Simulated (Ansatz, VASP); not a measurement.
One calculation of SiNi, two programs

```xyz
8
Lattice="4.4730 0.0000 0.0000 0.0000 4.4730 0.0000 0.0000 0.0000 4.4730" Properties=species:S:1:pos:R:3 pbc="T T T"
Si    2.9231    0.6867    1.5498
Si    0.6867    1.5498    2.9231
Si    1.5498    2.9231    0.6867
Si    3.7863    3.7863    3.7863
Ni    1.5702    3.8066    2.9028
Ni    3.8066    2.9028    1.5702
Ni    2.9028    1.5702    3.8066
Ni    0.6663    0.6663    0.6663
```

Alike in both runs: functional PBE; k mesh 8 × 8 × 8; occupations gaussian, width 0.1 eV; no spin polarisation.

Ansatz relaxed the structure, and its values are those at the end. VASP's run is a single point on that final structure, the one shown.

|  | VASP | Ansatz |
| --- | --- | --- |
| version | VASP 6.6.1 | Ansatz 0.2.0 |
| potentials or method | VASP PAW PBE potentials, release 64 (Si, Ni), cutoff 600 eV | scalar-relativistic, plane waves, PAW |
| valence electrons in the cell | 56 | 88 |

```tsv
	VASP	Ansatz	Ansatz less VASP
gap on the k mesh at the Fermi level (eV)	none	none	-
pressure (GPa)	5.9	5.9	+0.06
rms of the force components (eV/Å)	0.008	0.008	+0.0002
```

A gap of «none» marks a metal or a gap that the smearing closes. VASP's potentials hold 56 valence electrons a cell and Ansatz's 88, so a difference there can come from the potentials and not from the codes. Ansatz's warnings: stress scf threshold loose.
